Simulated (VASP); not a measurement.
Ti5C: single point with PBE

Ti5C:

```
Ti C
1.0
     4.91014    0.00000    0.00000
    -2.45507    4.25231    0.00000
     0.00000    0.00000    5.15921
Ti C
5 1
Direct
  0.33333 0.66667 0.00000
  0.66667 0.33333 0.00000
  0.50000 0.00000 0.50000
  0.00000 0.50000 0.50000
  0.50000 0.50000 0.50000
  0.00000 0.00000 0.50000
```

The cell was built from a structure type or drawn by symmetry, and may not be a known phase.

```
Program             : VASP 6.6.1
Task                : single point
Functional          : PBE
Potentials or basis : VASP PAW PBE potentials, release 64 (Ti_sv, C)
Cutoff              : 520 eV
k mesh              : 6 × 6 × 4
Occupations         : gaussian, width 0.1 eV
Spin                : collinear spin
Starting moments    : [1.0, 1.0, 1.0, 1.0, 1.0, 0.0] μB
```

```yaml
Pressure: 1.3 GPa
Net_moment: 4.78 μB per cell
Site_moments: Ti +1.23, +0.36 (each value once); C -0.04 μB
Valence_electrons_inside_the_program's_atomic_spheres: Ti 10.23, 10.50 (each value once); C 2.15
```

Stress tensor (GPa, compression positive):
```
-0.39  0.00  0.00
 0.00 -0.39  0.00
 0.00  0.00  4.58
```

Levels at points of the mesh, in eV from the Fermi level:
Spin up:
```csv
k point,band 30,band 31,band 32,band 33,band 34,band 35,band 36,band 37,band 38,band 39
"(0.00, 0.00, 0.00)",-0.65,-0.65,-0.57,-0.57,-0.22,-0.07,-0.07,0.31,0.65,0.65
"(0.50, 0.00, 0.00)",-0.81,-0.79,-0.23,-0.14,-0.12,0.74,0.76,0.84,0.91,1.01
"(0.00, 0.00, 0.50)",-0.89,-0.86,-0.60,-0.60,-0.32,-0.12,-0.12,1.24,1.37,1.37
"(0.50, 0.00, 0.50)",-0.80,-0.65,-0.62,-0.59,0.04,0.48,0.57,0.68,1.44,1.67
```
Spin down:
| k point | band 28 | band 29 | band 30 | band 31 | band 32 | band 33 |
| --- | --- | --- | --- | --- | --- | --- |
| (0.00, 0.00, 0.00) | -0.69 | -0.69 | -0.20 | -0.20 | 0.65 | 0.65 |
| (0.50, 0.00, 0.00) | -0.77 | -0.13 | 0.15 | 0.44 | 0.51 | 0.65 |
| (0.00, 0.00, 0.50) | -0.96 | -0.38 | -0.31 | -0.31 | 0.10 | 0.10 |
| (0.50, 0.00, 0.50) | -0.67 | -0.17 | -0.05 | 0.61 | 0.62 | 0.63 |

Wall time 4.4 min on 1 thread of AMD EPYC 9R45 96-Core Processor (Zen 5), with other jobs on the host, peak memory 0.33 GiB.
